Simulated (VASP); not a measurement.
# AlNi (Pm-3m) in VASP: further runs

Runs on AlNi. Level: PBE. Tasks: electric field gradients.

All numbers are computed with VASP 6.6.1; they aren't measurements. Logs are shortened: lines on timing, memory, paths and dates and some standing lists are left out, and cuts for length are marked.

**1. The cell of the first run**

It takes space group Pm-3m (No. 221, cubic). Conventional cell: a = 2.822 Å, b = 2.822 Å, c = 2.822 Å, α = 90.00°, β = 90.00°, γ = 90.00°. Al (site symmetry m-3m) has 8 Ni at 2.44 Å and 6 Al at 2.82 Å within 3.2 Å. Within 3.2 Å of Ni (site symmetry m-3m) lie 8 Al at 2.44 Å and 6 Ni at 2.82 Å.

**2. Electric field gradients, PBE, collinear spin, ferromagnetic start (volume scaled by 0.94)**

The input, INCAR:

```
  PREC = Accurate
  ENCUT = 520
  EDIFF = 1E-8
  ISMEAR = -1
  SIGMA = 0.05
  LREAL = False
  LASPH = True
  NELM = 150
  ALGO = Normal
  ISIF = 2
  LWAVE = False
  LCHARG = False
  ISPIN = 2
  MAGMOM = 0 1.5
  LORBIT = 11
  LMAXMIX = 4
  GGA = PE
  LEFG = True
  NBANDS = 18
```

The input, KPOINTS:

```
Automatic mesh
0
Gamma
  13 13 13
```

The input, POSCAR:

```
AlNi
1.0
    2.8221875792      0.0000000000      0.0000000000
    0.0000000000      2.8221875792      0.0000000000
    0.0000000000      0.0000000000      2.8221875792
Al Ni
1 1
Direct
    0.0000000000      0.0000000000      0.0000000000
    0.5000000000      0.5000000000      0.5000000000
```

Potentials or basis: VASP PAW PBE potentials, release 64 (Al, Ni).

Launch:

```console
$ cat potpaw_PBE.64/Al/POTCAR potpaw_PBE.64/Ni/POTCAR > POTCAR
$ mpirun -np 1 vasp_std > vasp.out
```

OUTCAR:

```text
PREC = Accurate
   ENCUT = 520
   EDIFF = 1E-8
   ISMEAR = -1
   LREAL = False
   LASPH = True
   NELM = 150
   ISIF = 2
   ISPIN = 2
   LORBIT = 11
   GGA = PE

 ion  position               nearest neighbor table
   1  0.000  0.000  0.000-   2 2.44   2 2.44   2 2.44   2 2.44   2 2.44   2 2.44   2 2.44   2 2.44

   2  0.500  0.500  0.500-   1 2.44   1 2.44   1 2.44   1 2.44   1 2.44   1 2.44   1 2.44   1 2.44

  LATTYP: Found a simple cubic cell.
 ALAT       =     2.8221875792

  Lattice vectors:

 A1 = (   2.8221875792,   0.0000000000,   0.0000000000)
 A2 = (   0.0000000000,   2.8221875792,   0.0000000000)
 A3 = (   0.0000000000,   0.0000000000,   2.8221875792)

Analysis of symmetry for initial positions (statically):
=====================================================================
 Subroutine PRICEL returns:
 Original cell was already a primitive cell.

 Routine SETGRP: Setting up the symmetry group for a
 simple cubic supercell.

 Subroutine GETGRP returns: Found 48 space group operations
 (whereof 48 operations were pure point group operations)
 out of a pool of 48 trial point group operations.

The static configuration has the point symmetry O_h .

Analysis of symmetry for dynamics (positions and initial velocities):
=====================================================================
 Subroutine PRICEL returns:
 Original cell was already a primitive cell.

 Routine SETGRP: Setting up the symmetry group for a
 simple cubic supercell.

 Subroutine GETGRP returns: Found 48 space group operations
 (whereof 48 operations were pure point group operations)
 out of a pool of 48 trial point group operations.

The dynamic configuration has the point symmetry O_h .

Analysis of structural, dynamic, and magnetic symmetry:
=====================================================================
 Subroutine PRICEL returns:
 Original cell was already a primitive cell.

 Routine SETGRP: Setting up the symmetry group for a
 simple cubic supercell.

 Subroutine GETGRP returns: Found 48 space group operations
 (whereof 48 operations were pure point group operations)
 out of a pool of 48 trial point group operations.

The overall configuration has the point symmetry O_h .

 Subroutine INISYM returns: Found 48 space group operations
 (whereof 48 operations are pure point group operations),
 and found     1 'primitive' translations

----------------------------------------------------------------------------------------

                                     Primitive cell

  volume of cell :      22.4780

  direct lattice vectors                    reciprocal lattice vectors
     2.822187579  0.000000000  0.000000000     0.354335058  0.000000000  0.000000000
     0.000000000  2.822187579  0.000000000     0.000000000  0.354335058  0.000000000
     0.000000000  0.000000000  2.822187579     0.000000000  0.000000000  0.354335058

  length of vectors
     2.822187579  2.822187579  2.822187579     0.354335058  0.354335058  0.354335058

  position of ions in fractional coordinates (direct lattice)
     0.000000000  0.000000000  0.000000000
     0.500000000  0.500000000  0.500000000

  ion indices of the primitive-cell ions
   primitive index   ion index
                 1           1
                 2           2

----------------------------------------------------------------------------------------

 KPOINTS: Automatic mesh

Automatic generation of k-mesh.
 Grid dimensions read from file:
 generate k-points for:   13   13   13

 Generating k-lattice:

  Cartesian coordinates                     Fractional coordinates (reciprocal lattice)
     0.027256543  0.000000000  0.000000000     0.076923077  0.000000000  0.000000000
     0.000000000  0.027256543  0.000000000     0.000000000  0.076923077  0.000000000
     0.000000000  0.000000000  0.027256543     0.000000000  0.000000000  0.076923077

  Length of vectors
     0.027256543  0.027256543  0.027256543

  Shift w.r.t. Gamma in fractional coordinates (k-lattice)
     0.000000000  0.000000000  0.000000000

 Subroutine IBZKPT returns following result:
 ===========================================

 Found     84 irreducible k-points:

 Following reciprocal coordinates:
            Coordinates               Weight
  0.000000  0.000000  0.000000      1.000000
  0.076923  0.000000  0.000000      6.000000
  0.153846  0.000000  0.000000      6.000000
  0.230769  0.000000  0.000000      6.000000
  0.307692  0.000000  0.000000      6.000000
  0.384615  0.000000  0.000000      6.000000
[... 16 lines left out ...]
  0.307692  0.307692  0.000000     12.000000
  0.384615  0.307692  0.000000     24.000000
 [... further k-points ...]
   k-points           NKPTS =     84   k-points in BZ     NKDIM =     84   number of bands    NBANDS=     18
   number of dos      NEDOS =    301   number of ions     NIONS =      2
   total plane-waves  NPLWV =  13824
   dimension x,y,z NGX =    24 NGY =   24 NGZ =   24
   dimension x,y,z NGXF=    48 NGYF=   48 NGZF=   48
   ions per type =               1   1
   NGX,Y,Z   is equivalent  to a cutoff of  14.14, 14.14, 14.14 a.u.
   NGXF,Y,Z  is equivalent  to a cutoff of  28.28, 28.28, 28.28 a.u.
 SYSTEM =  unknown system
   PREC   = accura    normal or accurate (medium, high low for compatibility)
   ISTART =      0    job   : 0-new  1-cont  2-samecut
   ICHARG =      2    charge: 1-file 2-atom 10-const
   ISPIN  =      2    spin polarized calculation?
   LNONCOLLINEAR =      F non collinear calculations
   LSORBIT =      F    spin-orbit coupling
   LASPH  =      T    aspherical Exc in radial PAW
   ENCUT  =  520.0 eV  38.22 Ry    6.18 a.u.   5.25  5.25  5.25*2*pi/ulx,y,z
   NELM   =    150;   NELMIN=  2; NELMDL= -5     # of ELM steps
   EDIFF  = 0.1E-07   stopping-criterion for ELM
   LREAL  =      F    real-space projection
   EDIFFG = 0.1E-06   stopping-criterion for IOM
   NSW    =      0    number of steps for IOM
   IBRION =     -1    ionic relax: 0-MD 1-quasi-New 2-CG
   NFREE  =      0    steps in history (QN), initial steepest desc. (CG)
   ISIF   =      2    stress and relaxation
   ISYM   =      2    0-nonsym 1-usesym 2-fastsym
   POTIM  = 0.5000    time-step for ionic-motion
   TEBEG  =    0.0;   TEEND  =   0.0 temperature during run
   PSTRESS=    0.0 pullay stress
   NELECT =      13.0000    total number of electrons
   NUPDOWN=      -1.0000    fix difference up-down
   EMIN   =  10.00;   EMAX   =-10.00  energy-range for DOS
   EFERMI =   0.00;   METHOD = LEGACY
   ISMEAR =    -1;   SIGMA  =   0.05  broadening in eV -4-tet -1-fermi 0-gaus
   EFERMI_NEDOS =   21; number of points for ismear=-14 and -15
   IALGO  =     38    algorithm
   IMIX   =      4    mixing-type and parameters
     AMIX     =   0.40;   BMIX     =  1.00
     AMIX_MAG =   1.60;   BMIX_MAG =  1.00
  volume/ion in A,a.u.               =      11.24        75.84
  Fermi-wavevector in a.u.,A,eV,Ry     =   1.363966  2.577521 25.312307  1.860402
  Thomas-Fermi vector in A             =   2.490323
   LORBIT       =     11    0 simple, 1 ext, 2 COOP (PROOUT), +10 PAW based schemes
   GGA     = PE    functional components
   LHFCALC =     F    Hartree Fock is set to
   AEXX    =    0.0000 exact exchange contribution
   IVDW    =     0    specifies the selected vdW correction
   LEPSILON=     F    determine dielectric tensor
   LRPA    =     F    only Hartree local field effects (RPA)
 spin polarized calculation
  energy-cutoff  :      520.00
  volume of cell :       22.48
 maximum number of plane-waves:       624
 NGX is ok and might be reduce to    24
   NGX = 11   NGY = 11   NGZ = 11

 number of electron      12.9999990 magnetization       0.0004636

 number of electron      12.9999990 magnetization      -0.0000334

 Free energy of the ion-electron system (eV)
  ---------------------------------------------------
  ext. energy  EPLUGINS =         0.00000000
  ---------------------------------------------------
  free energy    TOTEN  =       -10.47553489 eV

  energy without entropy =      -10.47124304  energy(sigma->0) =      -10.47338897

 E-fermi :  10.8510     XC(G=0): -12.3490

 val. band max:       10.8086208820   @ k =   0.3846   0.2308   0.1538
 cond. band min:      10.9110876685   @ k =   0.3846   0.3077   0.1538
 fundamental gap:      0.1024667866
 Fermi energy:        10.8510339327

 spin component 1

 k-point     1 :       0.0000    0.0000    0.0000
  band No.  band energies     occupation
      1      -0.7310      1.00000
      2       7.3334      1.00000
      3       7.3334      1.00000
      4       9.1960      1.00000
      5       9.1960      1.00000
      6       9.1960      1.00000
[... 10 lines left out ...]
     17      34.8450      0.00000
     18      34.8450      0.00000
[... 463 lines left out ...]
 k-point    24 :       0.3846    0.3077    0.0000
  band No.  band energies     occupation
      1       3.5243      1.00000
      2       6.4109      1.00000
      3       7.7198      1.00000
      4       8.2931      1.00000
      5       8.6274      1.00000
      6       8.7973      1.00000
[... 10 lines left out ...]
     17      33.7278      0.00000
     18      36.8347      0.00000

 [... further k-points ...]

 spin component 2

 k-point     1 :       0.0000    0.0000    0.0000
  band No.  band energies     occupation
      1      -0.7311      1.00000
      2       7.3334      1.00000
      3       7.3334      1.00000
      4       9.1960      1.00000
      5       9.1960      1.00000
      6       9.1960      1.00000
[... 10 lines left out ...]
     17      34.8450      0.00000
     18      34.8450      0.00000
[... 463 lines left out ...]
 k-point    24 :       0.3846    0.3077    0.0000
  band No.  band energies     occupation
      1       3.5243      1.00000
      2       6.4108      1.00000
      3       7.7198      1.00000
      4       8.2930      1.00000
      5       8.6274      1.00000
      6       8.7972      1.00000
[... 10 lines left out ...]
     17      33.7278      0.00000
     18      36.8347      0.00000

 [... further k-points ...]

------------------------ aborting loop because EDIFF is reached ----------------------------------------

  FORCE on cell =-STRESS in cart. coord.  units (eV):
  Direction    XX          YY          ZZ          XY          YZ          ZX
  --------------------------------------------------------------------------------------
  -------------------------------------------------------------------------------------
  Total        1.9389611      1.9389611      1.9389611     -0.0000000      0.0000000     -0.0000000
  in kB      138.2044542    138.2044542    138.2044542     -0.0000000      0.0000000     -0.0000000
  external PRESSURE =     138.2044542 kB  Pullay stress =       0.0000000 kB

 VOLUME and BASIS-vectors are now :
 -----------------------------------------------------------------------------
  energy-cutoff  :      520.00
  volume of cell :       22.48
      direct lattice vectors                 reciprocal lattice vectors
     2.822187579  0.000000000  0.000000000     0.354335058  0.000000000  0.000000000
     0.000000000  2.822187579  0.000000000     0.000000000  0.354335058  0.000000000
     0.000000000  0.000000000  2.822187579     0.000000000  0.000000000  0.354335058

 POSITION                                       TOTAL-FORCE (eV/Angst)
 -----------------------------------------------------------------------------------
      0.00000      0.00000      0.00000         0.000000      0.000000      0.000000
      1.41109      1.41109      1.41109         0.000000      0.000000      0.000000
 -----------------------------------------------------------------------------------
    total drift:                                0.000000      0.000000     -0.000000

  FREE ENERGIE OF THE ION-ELECTRON SYSTEM (eV)
  ---------------------------------------------------
  free  energy   TOTEN  =       -10.4755348946 eV

  energy  without entropy=      -10.4712430424  energy(sigma->0) =      -10.47338897

 Electric field gradients (V/A^2)
---------------------------------------------------------------------
 ion       V_xx      V_yy      V_zz      V_xy      V_xz      V_yz
---------------------------------------------------------------------
   1       0.000     0.000    -0.000    -0.000     0.000     0.000
   2      -0.000    -0.000    -0.000    -0.000    -0.000    -0.000
---------------------------------------------------------------------

 Electric field gradients after diagonalization (V/A^2)
 (convention: |V_zz| > |V_xx| > |V_yy|)
----------------------------------------------------------------------
 ion       V_xx      V_yy      V_zz     asymmetry (V_yy - V_xx)/ V_zz
----------------------------------------------------------------------
   1       0.000    -0.000     0.000      -1.806
   2      -0.000    -0.000    -0.000      -0.104
----------------------------------------------------------------------

           NMR quadrupolar parameters

 Cq : quadrupolar parameter    Cq=e*Q*V_zz/h
 eta: asymmetry parameters     (V_yy - V_xx)/ V_zz
 Q  : nuclear electric quadrupole moment in mb (millibarn)
----------------------------------------------------------------------
 ion       Cq(MHz)       eta       Q (mb)
----------------------------------------------------------------------
   1       0.000      -1.806       1.000
   2      -0.000      -0.104       1.000
----------------------------------------------------------------------

 total charge

# of ion       s       p       d       tot
------------------------------------------
    1        0.391   0.442   0.000   0.833
    2        0.501   0.572   8.506   9.579
--------------------------------------------------
tot          0.892   1.014   8.506  10.412

 magnetization (x)

# of ion       s       p       d       tot
------------------------------------------
    1       -0.000  -0.000   0.000  -0.000
    2        0.000   0.000  -0.000  -0.000
--------------------------------------------------
tot         -0.000  -0.000  -0.000  -0.000
```

Wall time 90 s (1 thread of Intel Xeon Platinum 8375C at 2.90GHz (Ice Lake), shared host); peak memory 0.18 GiB.

What came out:

* Free energy: -10.4755 eV
* Pressure: 13.8 GPa
* Net moment: 0.00 μB per cell
* Valence electrons inside the program's atomic spheres: Al 0.83; Ni 9.58

Caveat: the starting moments collapsed, and a magnetic state may lie lower; without QUAD_EFG the Cq values of the log hold for a quadrupole moment of 1 mb, not for the nuclei.

**3. Electric field gradients, PBE, collinear spin, ferromagnetic start (volume scaled by 0.94)**

The input, INCAR:

```
SYSTEM = AlNi
PREC = Accurate
ENCUT = 520
EDIFF = 1E-8
ISMEAR = -1
SIGMA = 0.05
LREAL = .False.
LASPH = .True.
NELM = 150
ALGO = Normal
ISIF = 2
LWAVE = .False.
LCHARG = .False.
ISPIN = 2
MAGMOM = 0 1.5
LORBIT = 11
LMAXMIX = 4
GGA = PE
LEFG = .True.
NBANDS = 18
```

The input, KPOINTS:

```
Automatic mesh
0
Gamma
  13 13 13
  0 0 0
```

POSCAR is that of step 2.

Potentials or basis: VASP PAW PBE potentials, release 64 (Al, Ni).

Launch:

```console
$ cat potpaw_PBE.64/Al/POTCAR potpaw_PBE.64/Ni/POTCAR > POTCAR
$ mpirun -np 1 vasp_std > vasp.out
```

OUTCAR:

```text
SYSTEM = AlNi
   PREC = Accurate
   ENCUT = 520
   EDIFF = 1E-8
   ISMEAR = -1
   LREAL = .False.
   LASPH = .True.
   NELM = 150
   ISIF = 2
   ISPIN = 2
   LORBIT = 11
   GGA = PE

 ion  position               nearest neighbor table
   1  0.000  0.000  0.000-   2 2.44   2 2.44   2 2.44   2 2.44   2 2.44   2 2.44   2 2.44   2 2.44

   2  0.500  0.500  0.500-   1 2.44   1 2.44   1 2.44   1 2.44   1 2.44   1 2.44   1 2.44   1 2.44

  LATTYP: Found a simple cubic cell.
 ALAT       =     2.8221875792

  Lattice vectors:

 A1 = (   2.8221875792,   0.0000000000,   0.0000000000)
[... 1255 lines left out ...]

 Electric field gradients after diagonalization (V/A^2)
 (convention: |V_zz| > |V_xx| > |V_yy|)
----------------------------------------------------------------------
 ion       V_xx      V_yy      V_zz     asymmetry (V_yy - V_xx)/ V_zz
----------------------------------------------------------------------
   1       0.000    -0.000     0.000      -1.806
   2      -0.000    -0.000    -0.000      -0.104
----------------------------------------------------------------------

           NMR quadrupolar parameters

 Cq : quadrupolar parameter    Cq=e*Q*V_zz/h
 eta: asymmetry parameters     (V_yy - V_xx)/ V_zz
 Q  : nuclear electric quadrupole moment in mb (millibarn)
----------------------------------------------------------------------
 ion       Cq(MHz)       eta       Q (mb)
----------------------------------------------------------------------
   1       0.000      -1.806       1.000
   2      -0.000      -0.104       1.000
----------------------------------------------------------------------

 total charge

# of ion       s       p       d       tot
------------------------------------------
    1        0.391   0.442   0.000   0.833
    2        0.501   0.572   8.506   9.579
--------------------------------------------------
tot          0.892   1.014   8.506  10.412

 magnetization (x)

# of ion       s       p       d       tot
------------------------------------------
    1       -0.000  -0.000   0.000  -0.000
    2        0.000   0.000  -0.000  -0.000
--------------------------------------------------
tot         -0.000  -0.000  -0.000  -0.000
```

stdout:

```text
POSCAR found type information on POSCAR AlNi
 POSCAR found :  2 types and       2 ions
 scaLAPACK will be used
 LDA part: xc-table for (Slater+PW92), standard interpolation
 POSCAR, INCAR and KPOINTS ok, starting setup
 FFT: planning ... GRIDC
 FFT: planning ... GRID_SOFT
 FFT: planning ... GRID
 WAVECAR not read
 entering main loop
ion   1

ion   2
```

Wall time 97 s (1 thread of Intel Xeon Platinum 8375C at 2.90GHz (Ice Lake), shared host); peak memory 0.19 GiB.

What came out:

```
Free energy                                           : -10.4755 eV
Pressure                                              : 13.8 GPa
Net moment                                            : 0.00 μB per cell
Valence electrons inside the program's atomic spheres : Al 0.83; Ni 9.58
```

Levels at points of the mesh, in eV from the Fermi level:
Spin up:
```csv
k point,band 2,band 3,band 4,band 5,band 6,band 7,band 8,band 9,band 10,band 11
"(0.00, 0.00, 0.00)",-3.52,-3.52,-1.66,-1.66,-1.66,5.79,5.79,5.79,8.34,8.34
```
Spin down:
```csv
k point,band 3,band 4,band 5,band 6,band 7,band 8,band 9,band 10
"(0.00, 0.00, 0.00)",-3.52,-1.66,-1.66,-1.66,5.79,5.79,5.79,8.34
```

Caveat: the starting moments collapsed, and a magnetic state may lie lower; without QUAD_EFG the Cq values of the log hold for a quadrupole moment of 1 mb, not for the nuclei.
